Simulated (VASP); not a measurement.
# Rh (P6_3/mmc) in VASP: a series of runs, part 2 of 2

VASP 6.6.1. Earlier steps stand in the parts before.

## Step 5: Single point, r2SCAN (volume scaled by 1.06, then relaxed in part)

File POSCAR:

```
Rh
1.0
    2.7586501350      0.0000000000      0.0000000000
   -1.3793250675      2.3890610970      0.0000000000
    0.0000000000      0.0000000000      4.4275405398
Rh
2
Direct
    0.6666666667      0.3333333333      0.7500000000
    0.3333333333      0.6666666667      0.2500000000
```

File INCAR.step1:

```
SYSTEM = Rh
ALGO     = Normal         ! electronic algorithm
EDIFF    = 1E-4           ! SCF threshold, eV
ENCUT    = 520            ! plane-wave cutoff, eV
GGA      = PE             ! functional
ISMEAR   = 0              ! smearing method
LASPH    = .TRUE.         ! aspherical terms in the spheres
LCHARG   = .FALSE.        ! write CHGCAR
LREAL    = .FALSE.        ! projectors in reciprocal space
LWAVE    = .TRUE.         ! write WAVECAR
NBANDS   = 22             ! bands
NELM     = 80             ! most SCF steps
PREC     = Accurate       ! precision mode
SIGMA    = 0.1            ! smearing width, eV
```

File INCAR.step2:

```
SYSTEM = Rh
ALGO     = Normal         ! electronic algorithm
EDIFF    = 1E-6           ! SCF threshold, eV
ENCUT    = 520            ! plane-wave cutoff, eV
ISIF     = 2              ! what is computed and relaxed
ISMEAR   = 0              ! smearing method
ISTART   = 1            
LASPH    = .TRUE.         ! aspherical terms in the spheres
LCHARG   = .FALSE.        ! write CHGCAR
LMIXTAU  = .TRUE.       
LREAL    = .FALSE.        ! projectors in reciprocal space
LWAVE    = .FALSE.        ! write WAVECAR
METAGGA  = R2SCAN         ! meta-GGA
NBANDS   = 22             ! bands
NELM     = 80             ! most SCF steps
PREC     = Accurate       ! precision mode
SIGMA    = 0.1            ! smearing width, eV
```

File KPOINTS:

```
k-points
0
G
  18 18 10
  0 0 0
```

Potentials or basis: VASP PAW PBE potentials, release 64 (Rh_pv).

The run is started by

```console
cat potpaw_PBE.64/Rh_pv/POTCAR > POTCAR
cp INCAR.step1 INCAR
mpirun -np 1 vasp_std > vasp.out
cp INCAR.step2 INCAR
mpirun -np 1 vasp_std > vasp.out
```

OUTCAR:

```text
SYSTEM = Rh
   EDIFF = 1E-6
   ENCUT = 520
   ISIF = 2
   ISMEAR = 0
   ISTART = 1
   LASPH = .TRUE.
   LREAL = .FALSE.
   METAGGA = R2SCAN
   NELM = 80
   PREC = Accurate

 ion  position               nearest neighbor table
   1  0.667  0.333  0.750-   2 2.73   2 2.73   2 2.73   2 2.73   2 2.73   2 2.73
   2  0.333  0.667  0.250-   1 2.73   1 2.73   1 2.73   1 2.73   1 2.73   1 2.73

  LATTYP: Found a hexagonal cell.
 ALAT       =     2.7586501350
 C/A-ratio  =     1.6049663144

  Lattice vectors:

 A1 = (   2.7586501350,   0.0000000000,   0.0000000000)
 A2 = (  -1.3793250675,   2.3890610970,   0.0000000000)
 A3 = (   0.0000000000,   0.0000000000,   4.4275405398)

Analysis of symmetry for initial positions (statically):
=====================================================================
 Subroutine PRICEL returns:
 Original cell was already a primitive cell.

 Routine SETGRP: Setting up the symmetry group for a
 hexagonal supercell.

 Subroutine GETGRP returns: Found 24 space group operations
 (whereof 12 operations were pure point group operations)
 out of a pool of 24 trial point group operations.

The static configuration has the point symmetry D_3d.
 The point group associated with its full space group is D_6h.
[... 160 lines left out ...]

  energy without entropy =      -48.10926987  energy(sigma->0) =      -48.11785963

 E-fermi :  10.7786     XC(G=0): -14.7659

 val. band max:       10.7781752373   @ k =   0.3889   0.1667   0.0000
 cond. band min:      10.7796705008   @ k =   0.3333   0.0556   0.2000
 fundamental gap:      0.0014952635
 Fermi energy:        10.7785724197

 k-point     1 :       0.0000    0.0000    0.0000
  band No.  band energies     occupation
      1     -37.6691      2.00000
      2     -37.0813      2.00000
      3     -37.0813      2.00000
      4     -37.0003      2.00000
      5     -36.9822      2.00000
      6     -36.9822      2.00000
[... 589 lines left out ...]
     21      22.8472      0.00000
     22      25.9170      0.00000

 [... further k-points ...]

------------------------ aborting loop because EDIFF is reached ----------------------------------------

  FORCE on cell =-STRESS in cart. coord.  units (eV):
  Direction    XX          YY          ZZ          XY          YZ          ZX
  --------------------------------------------------------------------------------------
  -------------------------------------------------------------------------------------
  Total       -2.3935713     -2.3935713     -2.3802234     -0.0000000      0.0000000      0.0000000
  in kB     -131.4227442   -131.4227442   -130.6898555     -0.0000000      0.0000000      0.0000000
  external PRESSURE =    -131.1784480 kB  Pullay stress =       0.0000000 kB

 VOLUME and BASIS-vectors are now :
 -----------------------------------------------------------------------------
  energy-cutoff  :      520.00
  volume of cell :       29.18
      direct lattice vectors                 reciprocal lattice vectors
     2.758650135  0.000000000  0.000000000     0.362496131  0.209287239  0.000000000
    -1.379325067  2.389061097  0.000000000     0.000000000  0.418574477  0.000000000
     0.000000000  0.000000000  4.427540540     0.000000000  0.000000000  0.225859027

 POSITION                                       TOTAL-FORCE (eV/Angst)
 -----------------------------------------------------------------------------------
      1.37933      0.79635      3.32066        -0.000000      0.000000      0.000000
     -0.00000      1.59271      1.10689         0.000000     -0.000000      0.000000
 -----------------------------------------------------------------------------------
    total drift:                               -0.000000      0.000000     -0.000000

  FREE ENERGIE OF THE ION-ELECTRON SYSTEM (eV)
  ---------------------------------------------------
  free  energy   TOTEN  =       -48.1264493847 eV

  energy  without entropy=      -48.1092698674  energy(sigma->0) =      -48.11785963
```

OUTCAR.step1:

```text
SYSTEM = Rh
   EDIFF = 1E-4
   ENCUT = 520
   GGA = PE
   ISMEAR = 0
   LASPH = .TRUE.
   LREAL = .FALSE.
[... 824 lines left out ...]
      1.37933      0.79635      3.32066        -0.000000      0.000000      0.000000
     -0.00000      1.59271      1.10689         0.000000     -0.000000      0.000000
 -----------------------------------------------------------------------------------
    total drift:                               -0.000000      0.000000     -0.000000

  FREE ENERGIE OF THE ION-ELECTRON SYSTEM (eV)
  ---------------------------------------------------
  free  energy   TOTEN  =       -14.4261360162 eV

  energy  without entropy=      -14.4084748474  energy(sigma->0) =      -14.41730543
```

Run time: 3.1 min. Hardware: 1 thread of Intel Xeon 6975P-C (Granite Rapids), shared host; peak memory 0.24 GiB.

What came out:

| Quantity | Value |
| --- | --- |
| Free energy | -48.1264 eV |
| Pressure | -13.1 GPa |
| Band gap on the k mesh | zero (band 15 reaches 11.36 eV, above the bottom of band 16 at 9.11 eV) |

Caveat: the PAW data sets were made with another functional, which shifts forces and pressure a little.

## Step 6: Single point, r2SCAN (volume scaled by 1.10, then relaxed in part)

File POSCAR:

```
Rh
1.0
    2.7944325628      0.0000000000      0.0000000000
   -1.3972162814      2.4200495885      0.0000000000
    0.0000000000      0.0000000000      4.4777036693
Rh
2
Direct
    0.6666666667      0.3333333333      0.7500000000
    0.3333333333      0.6666666667      0.2500000000
```

File INCAR.step1:

```
SYSTEM = Rh
PREC = Accurate
ENCUT = 520
ISMEAR = 0
SIGMA = 0.1
LREAL = .FALSE.
LASPH = .TRUE.
NELM = 60
NBANDS = 22
GGA = PE
ALGO = Normal
EDIFF = 1E-4
LWAVE = .TRUE.
LCHARG = .FALSE.
```

File INCAR.step2:

```
SYSTEM = Rh
PREC = Accurate
ENCUT = 520
EDIFF = 1E-7
ISMEAR = 0
SIGMA = 0.1
LREAL = .FALSE.
LASPH = .TRUE.
NELM = 60
ALGO = Normal
ISIF = 2
LWAVE = .FALSE.
LCHARG = .TRUE.
METAGGA = R2SCAN
LMIXTAU = .TRUE.
LELF = .TRUE.
LVHAR = .TRUE.
NBANDS = 22
ISTART = 1
```

File KPOINTS:

```
Automatic mesh
0
G
  18 18 10
  0 0 0
```

Potentials or basis: VASP PAW PBE potentials, release 64 (Rh_pv).

The run is started by

```console
cat potpaw_PBE.64/Rh_pv/POTCAR > POTCAR
cp INCAR.step1 INCAR
mpirun -np 1 vasp_std > vasp.out
cp INCAR.step2 INCAR
mpirun -np 1 vasp_std > vasp.out
```

OUTCAR:

```text
SYSTEM = Rh
   PREC = Accurate
   ENCUT = 520
   EDIFF = 1E-7
   ISMEAR = 0
   LREAL = .FALSE.
   LASPH = .TRUE.
   NELM = 60
   ISIF = 2
   METAGGA = R2SCAN
   ISTART = 1

 ion  position               nearest neighbor table
   1  0.667  0.333  0.750-   2 2.76   2 2.76   2 2.76   2 2.76   2 2.76   2 2.76
   2  0.333  0.667  0.250-   1 2.76   1 2.76   1 2.76   1 2.76   1 2.76   1 2.76

  LATTYP: Found a hexagonal cell.
 ALAT       =     2.7944325628
 C/A-ratio  =     1.6023659790

  Lattice vectors:

 A1 = (   2.7944325628,   0.0000000000,   0.0000000000)
 A2 = (  -1.3972162814,   2.4200495885,   0.0000000000)
 A3 = (   0.0000000000,   0.0000000000,   4.4777036693)

Analysis of symmetry for initial positions (statically):
=====================================================================
 Subroutine PRICEL returns:
 Original cell was already a primitive cell.

 Routine SETGRP: Setting up the symmetry group for a
 hexagonal supercell.

 Subroutine GETGRP returns: Found 24 space group operations
 (whereof 12 operations were pure point group operations)
 out of a pool of 24 trial point group operations.

[... 156 lines left out ...]

 Free energy of the ion-electron system (eV)
  ---------------------------------------------------
  ext. energy  EPLUGINS =         0.00000000
  ---------------------------------------------------
  free energy    TOTEN  =       -48.01209239 eV

  energy without entropy =      -47.99384279  energy(sigma->0) =      -48.00296759

 E-fermi :  10.1460     XC(G=0): -14.4933

 val. band max:       10.1459070519   @ k =   0.0556   0.0000   0.3000
 cond. band min:      10.1473479552   @ k =   0.3889   0.1667   0.0000
 fundamental gap:      0.0014409033
 Fermi energy:        10.1459872314

 k-point     1 :       0.0000    0.0000    0.0000
  band No.  band energies     occupation
      1     -38.1522      2.00000
      2     -37.6317      2.00000
      3     -37.6317      2.00000
      4     -37.5625      2.00000
      5     -37.5432      2.00000
      6     -37.5432      2.00000
[... 589 lines left out ...]
     21      21.9608      0.00000
     22      24.9105      0.00000

 [... further k-points ...]
[... 5 lines left out ...]
  --------------------------------------------------------------------------------------
  -------------------------------------------------------------------------------------
  Total       -3.7936319     -3.7936319     -3.7815144      0.0000000     -0.0000000      0.0000000
  in kB     -200.7208674   -200.7208674   -200.0797301      0.0000000     -0.0000000      0.0000000
  external PRESSURE =    -200.5071549 kB  Pullay stress =       0.0000000 kB

 VOLUME and BASIS-vectors are now :
 -----------------------------------------------------------------------------
  energy-cutoff  :      520.00
  volume of cell :       30.28
      direct lattice vectors                 reciprocal lattice vectors
     2.794432563  0.000000000  0.000000000     0.357854404  0.206607337  0.000000000
    -1.397216281  2.420049588  0.000000000     0.000000000  0.413214673  0.000000000
     0.000000000  0.000000000  4.477703669     0.000000000  0.000000000  0.223328758

 POSITION                                       TOTAL-FORCE (eV/Angst)
 -----------------------------------------------------------------------------------
      1.39722      0.80668      3.35828        -0.000000     -0.000000      0.000000
     -0.00000      1.61337      1.11943         0.000000      0.000000      0.000000
 -----------------------------------------------------------------------------------
    total drift:                               -0.000000      0.000000     -0.000000

  FREE ENERGIE OF THE ION-ELECTRON SYSTEM (eV)
  ---------------------------------------------------
  free  energy   TOTEN  =       -48.0120923929 eV

  energy  without entropy=      -47.9938427865  energy(sigma->0) =      -48.00296759
```

OSZICAR.step1:

```text
N       E                     dE             d eps       ncg     rms          rms(c)
DAV:   1     0.324316857498E+03    0.32432E+03   -0.18993E+04  9822   0.156E+03
DAV:   2    -0.825831744156E+01   -0.33258E+03   -0.32126E+03 10200   0.468E+02
DAV:   3    -0.152844610993E+02   -0.70261E+01   -0.69824E+01 11424   0.764E+01
DAV:   4    -0.153317954120E+02   -0.47334E-01   -0.47329E-01 11044   0.635E+00
DAV:   5    -0.153325322525E+02   -0.73684E-03   -0.73684E-03 11392   0.817E-01    0.114E+01
DAV:   6    -0.143709757144E+02    0.96156E+00   -0.24763E+00 10776   0.164E+01    0.366E+00
DAV:   7    -0.143519753543E+02    0.19000E-01   -0.26054E-02 11034   0.135E+00    0.191E+00
DAV:   8    -0.143469456024E+02    0.50298E-02   -0.54587E-03 10498   0.838E-01    0.217E-01
DAV:   9    -0.143467488625E+02    0.19674E-03   -0.16156E-04  7752   0.152E-01    0.201E-02
DAV:  10    -0.143467605892E+02   -0.11727E-04   -0.16872E-05  5490   0.408E-02
   1 F= -.14346761E+02 E0= -.14337359E+02  d E =-.188031E-01
```

Run time: 2.9 min. Hardware: 1 thread of Intel Xeon 6975P-C (Granite Rapids), shared host; peak memory 0.24 GiB.

Results:

```yaml
Free_energy: -48.0121 eV
Pressure: -20.1 GPa
Band_gap_on_the_k_mesh: zero (band 15 reaches 10.70 eV, above the bottom of band 16 at 8.58 eV)
```

Caveat: the PAW data sets were made with another functional, which shifts forces and pressure a little.

## Step 7: Summary

| cell | k mesh | gap on the mesh (eV) | pressure (GPa) |
| --- | --- | --- | --- |
| a = 2.731, b = 2.731, c = 4.428 Å, angles 90.0, 90.0, 120.0°, 2 atoms | 6 × 6 × 4 | none | -8.6 |
| a = 2.698, b = 2.698, c = 4.359 Å, angles 90.0, 90.0, 120.0°, 2 atoms | 12 × 12 × 4 | none | 1.3 |
| a = 2.731, b = 2.731, c = 4.389 Å, angles 90.0, 90.0, 120.0°, 2 atoms | 18 × 18 × 10 | none | -6.6 |
| a = 2.759, b = 2.759, c = 4.428 Å, angles 90.0, 90.0, 120.0°, 2 atoms | 18 × 18 × 10 | none | -13.1 |
| a = 2.794, b = 2.794, c = 4.478 Å, angles 90.0, 90.0, 120.0°, 2 atoms | 18 × 18 × 10 | none | -20.1 |

Alike in all rows: task single point; level r2SCAN; potentials or basis VASP PAW PBE potentials, release 64 (Rh_pv); no spin polarisation; cutoff (eV) 520; smearing gaussian 0.1 eV.

Caveats: some runs use coarse meshes; the PAW data sets were made with another functional, which shifts forces and pressure a little.

Total energies depend on the potentials used, so only differences within one code and one set of settings carry meaning.
